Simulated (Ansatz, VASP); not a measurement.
## Two plane-wave programs on Os

INCAR

```
SYSTEM = Os
PREC = Accurate
ENCUT = 520
EDIFF = 1E-6
ISMEAR = -1
SIGMA = 0.1
LREAL = .FALSE.
LASPH = .TRUE.
NELM = 80
ALGO = Normal
ISIF = 2
LWAVE = .FALSE.
LCHARG = .FALSE.
GGA = PE
NBANDS = 10
```

Contents of KPOINTS:

```
Automatic mesh
0
G
  14 14 14
  0 0 0
```

The input POSCAR:

```
Os
1.0
    2.5230509372      0.0000000000      0.0000000000
    0.0000000000      2.5230509372      0.0000000000
    0.0000000000      0.0000000000      2.5230509372
Os
1
Direct
    0.0000000000      0.0000000000      0.0000000000
```

Input for Ansatz:

```yaml
crystal:
  lattice:
    - [2.5230509372, 0.0, 0.0]
    - [0.0, 2.5230509372, 0.0]
    - [0.0, 0.0, 2.5230509372]
  atoms:
    - { symbol: Os, position: [0.0, 0.0, 0.0] }
hamiltonian:
  xc: pbe
  pseudopotentials:
    kind: paw
    azcp:
      Os: "pseudopotentials/Os.paw.azcp"
basis:
  ecutwfc: 420
  fft_grid_basis: typed
kpoints:
  mp_grid: { grid: [14, 14, 14], shift: [0, 0, 0] }
magnetization:
  spin_polarized: false
scf:
  occupations: { method: fermi_dirac, width: 0.1 }
  lower_state_search: "off"
output:
  stress: true
  write_density: true
  write_potential: true
  elf: true
  volumetric_format: npy
```

Alike in both runs: task single point; functional PBE; k mesh 14 × 14 × 14; occupations fermi-dirac, width 0.1 eV; no spin polarisation.

|  | VASP | Ansatz |
| --- | --- | --- |
| version | VASP 6.6.1 | Ansatz 0.2.0 |
| potentials or method | VASP PAW PBE potentials, release 64 (Os), cutoff 520 eV | plane waves (420 eV) with PAW, scalar-relativistic |
| valence electrons in the cell | 8 | 16 |

```csv
,VASP,Ansatz,Ansatz less VASP
pressure (GPa),12.5,12.6,+0.15
```

VASP's potentials hold 8 valence electrons a cell and Ansatz's 16, so a difference there can come from the potentials and not from the codes.

Neither program's run includes spin-orbit coupling.
